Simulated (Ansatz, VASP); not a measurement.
# One calculation of Sb, two programs

```
Sb
1.0
     3.11729    0.00000    0.00000
     0.00000    3.11729    0.00000
     0.00000    0.00000    3.11729
Sb
1
Direct
  0.00000 0.00000 0.00000
```

Alike in both runs: task single point; functional r2SCAN0; k mesh 4 × 4 × 4; occupations fermi-dirac, width 0.05 eV; no spin polarisation.

```csv
,VASP,Ansatz
version,VASP 6.6.1,Ansatz 0.2.0
potentials or method,"VASP PAW PBE potentials, release 64 (Sb_d_GW)",Ansatz PAW
plane-wave cutoff (eV),440,500
valence electrons in the cell,15,15
```

VASP gave:

```
gap on the k mesh at the Fermi level (eV) : none
pressure (GPa)                            : -4.5
```

What did Ansatz give for the same quantities?

gap on the k mesh at the Fermi level (eV): none; pressure (GPa): -4.4.

VASP's potentials were made for PBE, not for r2SCAN0. A gap of «none» marks a metal or a gap that the smearing closes.

The k mesh is coarse, so the values compare programs but aren't converged. Neither program's run includes spin-orbit coupling.
